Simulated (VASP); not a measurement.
# ZrS (I4/mmm) in VASP: notebook, part 2 of 2

VASP 6.6.1.

## (5) Single point, PBEsol (strain +0.0750 x Voigt [0, 1, 0, 0, 0, 0])

File INCAR:

```
PREC = Accurate
ENCUT = 520
EDIFF = 1E-7
ISMEAR = 0
SIGMA = 0.15
LREAL = False
LASPH = True
NELM = 100
ALGO = Normal
ISIF = 2
LWAVE = False
LCHARG = True
GGA = PS
LELF = True
LVHAR = True
NBANDS = 16
```

File KPOINTS:

```
regular mesh
0
Gamma
  16 16 16
```

File POSCAR:

```
ZrS
1.0
    0.0000000000      2.8218750000      2.6250000000
    2.6250000000      0.0000000000      2.6250000000
    2.6250000000      2.8218750000      0.0000000000
Zr S
1 1
Direct
    0.0000000000      0.0000000000      0.0000000000
    0.5000000000      0.5000000000      0.5000000000
```

Potentials or basis: VASP PAW PBE potentials, release 64 (Zr_sv, S).

Command:

```console
$ cat potpaw_PBE.64/Zr_sv/POTCAR potpaw_PBE.64/S/POTCAR > POTCAR
$ mpirun -np 1 vasp_std > vasp.out
```

OUTCAR:

```text
PREC = Accurate
   ENCUT = 520
   EDIFF = 1E-7
   ISMEAR = 0
   LREAL = False
   LASPH = True
   NELM = 100
   ISIF = 2
   GGA = PS

 ion  position               nearest neighbor table
   1  0.000  0.000  0.000-   2 2.62   2 2.62   2 2.62   2 2.62   2 2.82   2 2.82
   2  0.500  0.500  0.500-   1 2.62   1 2.62   1 2.62   1 2.62   1 2.82   1 2.82

  LATTYP: Found a body centered tetragonal cell.
 ALAT       =     3.7123106012
 C/A-ratio  =     1.5202795796

  Lattice vectors:

 A1 = (   0.0000000000,  -2.8218750000,   2.6250000000)
 A2 = (   0.0000000000,  -2.8218750000,  -2.6250000000)
 A3 = (   2.6250000000,   2.8218750000,   0.0000000000)

Analysis of symmetry for initial positions (statically):
=====================================================================
 Subroutine PRICEL returns:
 Original cell was already a primitive cell.

 Routine SETGRP: Setting up the symmetry group for a
 body centered tetragonal supercell.

 Subroutine GETGRP returns: Found 16 space group operations
 (whereof 16 operations were pure point group operations)
 out of a pool of 16 trial point group operations.

[... 162 lines left out ...]

 E-fermi :   9.6974     XC(G=0): -11.1089

 val. band max:        9.6970066032   @ k =   0.1250  -0.1875   0.0625
 cond. band min:       9.6982692436   @ k =  -0.1875   0.0625   0.0000
 fundamental gap:      0.0012626403
 Fermi energy:         9.6973594899

 k-point     1 :       0.0000    0.0000    0.0000
  band No.  band energies     occupation
      1     -40.3112      2.00000
      2     -18.3102      2.00000
      3     -18.3102      2.00000
      4     -18.2910      2.00000
      5      -5.7757      2.00000
      6       6.1850      2.00000
[... 433 lines left out ...]
      3     -18.3171      2.00000
      4     -18.2975      2.00000
      5      -5.6698      2.00000
      6       5.5017      2.00000
[... 8 lines left out ...]
     15      17.2290      0.00000
     16      20.1727      0.00000

 [... further k-points ...]

------------------------ aborting loop because EDIFF is reached ----------------------------------------

  FORCE on cell =-STRESS in cart. coord.  units (eV):
  Direction    XX          YY          ZZ          XY          YZ          ZX
  --------------------------------------------------------------------------------------
  -------------------------------------------------------------------------------------
  Total       -2.1817819     -4.3857326     -2.1817819      0.0000000     -0.0000000      0.0000000
  in kB      -89.8867204   -180.6867660    -89.8867204      0.0000000     -0.0000000      0.0000000
  external PRESSURE =    -120.1534023 kB  Pullay stress =       0.0000000 kB

 VOLUME and BASIS-vectors are now :
 -----------------------------------------------------------------------------
  energy-cutoff  :      520.00
  volume of cell :       38.89
      direct lattice vectors                 reciprocal lattice vectors
     0.000000000  2.821875000  2.625000000    -0.190476190  0.177187154  0.190476190
     2.625000000  0.000000000  2.625000000     0.190476190 -0.177187154  0.190476190
     2.625000000  2.821875000  0.000000000     0.190476190  0.177187154 -0.190476190

 POSITION                                       TOTAL-FORCE (eV/Angst)
 -----------------------------------------------------------------------------------
      0.00000      0.00000      0.00000         0.000000      0.000000      0.000000
      2.62500      2.82187      2.62500         0.000000     -0.000000     -0.000000
 -----------------------------------------------------------------------------------
    total drift:                               -0.000000      0.000000      0.000000

  FREE ENERGIE OF THE ION-ELECTRON SYSTEM (eV)
  ---------------------------------------------------
  free  energy   TOTEN  =       -16.2609248957 eV

  energy  without entropy=      -16.2443359686  energy(sigma->0) =      -16.25263043
```

stdout:

```text
POSCAR found type information on POSCAR ZrS
 POSCAR found :  2 types and       2 ions
 scaLAPACK will be used
 -----------------------------------------------------------------------------
|                                                                             |
|                                                                             |
|     You enforced a specific xc type in the INCAR file but a different       |
|     I HOPE YOU KNOW WHAT YOU ARE DOING!                                     |
|                                                                             |
 -----------------------------------------------------------------------------

 LDA part: xc-table for (Slater+PW92), standard interpolation
 POSCAR, INCAR and KPOINTS ok, starting setup
 FFT: planning ... GRIDC
 FFT: planning ... GRID_SOFT
 FFT: planning ... GRID
 WAVECAR not read
 entering main loop
```

Wall time 1.8 min (1 thread of Intel Xeon 6975P-C (Granite Rapids), shared host); peak memory 0.33 GiB.

Results:

```
Free energy            : -16.2609 eV
Pressure               : -12.0 GPa
Band gap on the k mesh : zero (bands 9 and 10 overlap by 2.31 eV)
```

Caveat: the cell differs from its parent crystal (strain +0.0750 x Voigt [0, 1, 0, 0, 0, 0]); the stress differs along the axes, from -18 to -9 GPa; the PAW data sets were made with another functional, which shifts forces and pressure a little.

## (6) The runs side by side

```tsv
cell	gap on the mesh (eV)	pressure (GPa)
a = 3.532, b = 3.712 Å, angles 58.3, 63.4, 58.3°, 2 atoms	none	15.4
a = 3.576, b = 3.712 Å, angles 58.7, 62.5, 58.7°, 2 atoms	none	7.7
a = 3.621, b = 3.712 Å, angles 59.2, 61.7, 59.2°, 2 atoms	none	1.8
a = 3.854, b = 3.712 Å, angles 61.2, 57.6, 61.2°, 2 atoms	none	-12.0
```

Alike in all rows: task single point; level PBEsol; potentials or basis VASP PAW PBE potentials, release 64 (Zr_sv, S); no spin polarisation; k mesh 16 × 16 × 16; cutoff (eV) 520; smearing gaussian 0.15 eV.

Caveats: the PAW data sets were made with another functional, which shifts forces and pressure a little; the stress differs along the axes, from -2 to 50 GPa (at least some runs); the stress differs along the axes, from -3 to 29 GPa (at least some runs); the stress differs along the axes, from -4 to 14 GPa (at least some runs); the stress differs along the axes, from -18 to -9 GPa (at least some runs).

Absolute energies hang on the potentials; compare differences alone.
